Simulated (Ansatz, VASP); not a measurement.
**As2Pt in VASP and in Ansatz**

The input INCAR:

```
  ALGO = Normal
  EDIFF = 1E-7
  EDIFFG = -0.04
  ENCUT = 500
  GGA = PE
  GGA_COMPAT = F
  IBRION = 2
  ISIF = 3
  ISMEAR = 0
  LASPH = T
  LCHARG = F
  LREAL = F
  LWAVE = F
  NELM = 120
  NELMIN = 4
  NSW = 60
  PREC = Accurate
  SIGMA = 0.1
```

File KPOINTS:

```
k-points
0
Gamma
  4 4 4
```

File POSCAR:

```
As2Pt
1.0
    6.0083503700      0.0000000000      0.0000000000
    0.0000000000      6.0083503700      0.0000000000
    0.0000000000      0.0000000000      6.0083503700
As Pt
8 4
Direct
    0.3840897700      0.3840897700      0.3840897700
    0.1159102400      0.6159102300      0.8840897700
    0.8840897700      0.1159102400      0.6159102300
    0.6159102300      0.8840897700      0.1159102400
    0.6159102300      0.6159102300      0.6159102300
    0.8840897700      0.3840897700      0.1159102400
    0.1159102400      0.8840897700      0.3840897700
    0.3840897700      0.1159102400      0.8840897700
    0.0000000000      0.0000000000      0.0000000000
    0.5000000000      0.0000000000      0.5000000000
    0.5000000000      0.5000000000      0.0000000000
    0.0000000000      0.5000000000      0.5000000000
```

Input for Ansatz:

```yaml
crystal:
  lattice:
    - [6.00835, 0.0, 0.0]
    - [0.0, 6.00835, 0.0]
    - [0.0, 0.0, 6.00835]
  atoms:
    - { symbol: As, position: [0.38409, 0.38409, 0.38409] }
    - { symbol: As, position: [0.11591, 0.61591, 0.88409] }
    - { symbol: As, position: [0.88409, 0.11591, 0.61591] }
    - { symbol: As, position: [0.61591, 0.88409, 0.11591] }
    - { symbol: As, position: [0.61591, 0.61591, 0.61591] }
    - { symbol: As, position: [0.88409, 0.38409, 0.11591] }
    - { symbol: As, position: [0.11591, 0.88409, 0.38409] }
    - { symbol: As, position: [0.38409, 0.11591, 0.88409] }
    - { symbol: Pt, position: [0.0, 0.0, 0.0] }
    - { symbol: Pt, position: [0.5, 0.0, 0.5] }
    - { symbol: Pt, position: [0.5, 0.5, 0.0] }
    - { symbol: Pt, position: [0.0, 0.5, 0.5] }
basis:
  ecutwfc: 420
kpoints:
  mp_grid: { grid: [4, 4, 4] }
hamiltonian:
  xc: pbe
scf:
  occupations: { method: gaussian, width: 0.1 }
output:
  forces: true
  stress: true
  eigenvalues: true
relax:
  adjacent_minimum: "off"
  f_tol: 0.04
  max_steps: 40
  cell: { stress_tol: 0.4 }
```

Alike in both runs: task relaxation of cell and atoms; functional PBE; k mesh 4 × 4 × 4; occupations gaussian, width 0.1 eV; no spin polarisation.

```csv
,VASP,Ansatz
version,VASP 6.6.1,Ansatz 0.2.0
potentials or method,"VASP PAW PBE potentials, release 64 (As, Pt), cutoff 500 eV","scalar-relativistic, plane waves, PAW"
valence electrons in the cell,80,192
```

Ansatz gave:

```
gap on the k mesh at the Fermi level, each at its own relaxed structure (eV) : 0.33
relaxed volume (Å³/atom)                                                     : 18.54
relaxed cell length with the largest relative difference (Å)                 : 6.059
```

Task: Which values does VASP return?

Result: gap on the k mesh at the Fermi level, each at its own relaxed structure (eV): 0.32; relaxed volume (Å³/atom): 18.52; relaxed cell length with the largest relative difference (Å): 6.058.

VASP's potentials hold 80 valence electrons a cell and Ansatz's 192, so a difference there can come from the potentials and not from the codes.

Spin-orbit coupling is off throughout.
